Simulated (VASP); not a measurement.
A run of VASP 6.6.1 is set up as follows.

The input INCAR:

```
SYSTEM = SiGe
PREC = Accurate
ENCUT = 520
EDIFF = 1E-6
ISMEAR = 0
SIGMA = 0.03
LREAL = .FALSE.
LASPH = .TRUE.
NELM = 60
ALGO = Normal
ISIF = 2
LWAVE = .FALSE.
LCHARG = .FALSE.
GGA = PS
NBANDS = 26
```

File KPOINTS:

```
Automatic mesh
0
G
  12 12 6
  0 0 0
```

File POSCAR:

```
SiGe
1.0
    3.9540363679      0.0000000000      0.0000000000
   -1.9770181840      3.4242959421      0.0000000000
    0.0000000000      0.0000000000      6.2704026203
Si Ge
2 2
Direct
    0.6666666667      0.3333333333      0.8745463420
    0.3333333333      0.6666666667      0.3745463420
    0.6666666667      0.3333333333      0.5004526580
    0.3333333333      0.6666666667      0.0004526580
```

Potentials or basis: VASP PAW PBE potentials, release 64 (Si, Ge_d).

The run is started by

```bash
$ cat potpaw_PBE.64/Si/POTCAR potpaw_PBE.64/Ge_d/POTCAR > POTCAR
$ mpirun -np 1 vasp_std > vasp.out
```

Question: What does it give for the pressure?

Answer: 0.2 GPa.

Question: What does it give for the largest force?

Answer: 0.464 eV/Å.

Question: Predict the band gap on the k mesh.

Answer: Zero (filled and empty bands touch).

Stress tensor (GPa, compression positive):
```
-2.72  0.00  0.00
 0.00 -2.72  0.00
 0.00  0.00  6.14
```

Caveat: the PAW data sets were made with another functional, which shifts forces and pressure a little.
